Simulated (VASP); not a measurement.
BaTiO3 (Barioperovskite):

```
CELL_PARAMETERS angstrom
4.01189 0.00000 0.00000
0.00000 2.85569 2.86399
0.00000 -2.85569 2.86399
ATOMIC_POSITIONS crystal
Ba 0.00000 0.00000 0.00000
Ti 0.50000 0.51240 0.51240
O 0.50000 0.99184 0.50524
O 0.50000 0.50524 0.99184
O 0.00000 0.48740 0.48740
```

This cell differs from its parent crystal: volume scaled by 1.02.

Base run:

| Quantity | Value |
| --- | --- |
| Program | VASP 6.6.1 |
| Functional | LDA |
| Potentials or basis | VASP PAW LDA potentials, release 64 (Ba_sv, Ti_sv, O) |
| Cutoff | 520 eV |
| k mesh | 7 × 7 × 7 |
| Occupations | fermi-dirac, width 0.05 eV |
| Spin | no spin polarisation |

Its results: band gap on the k mesh 1.79 eV, indirect (least direct gap 1.94 eV); pressure -9.6 GPa; largest force 0.361 eV/Å.

Question: The run is repeated on the same cell with these changes: functional from LDA to PBEsol; potentials or basis from VASP PAW LDA potentials, release 64 (Ba_sv, Ti_sv, O) to VASP PAW PBE potentials, release 64 (Ba_sv, Ti_sv, O). What comes out?

Answer: Band gap on the k mesh 1.84 eV, indirect (least direct gap 1.99 eV); pressure -5.3 GPa; largest force 0.338 eV/Å.

Caveats: spin-orbit coupling is left out, which moves the levels of the heavy elements; the PAW data sets were made with another functional, which shifts forces and pressure a little (some runs).

A k mesh can miss the band edges.
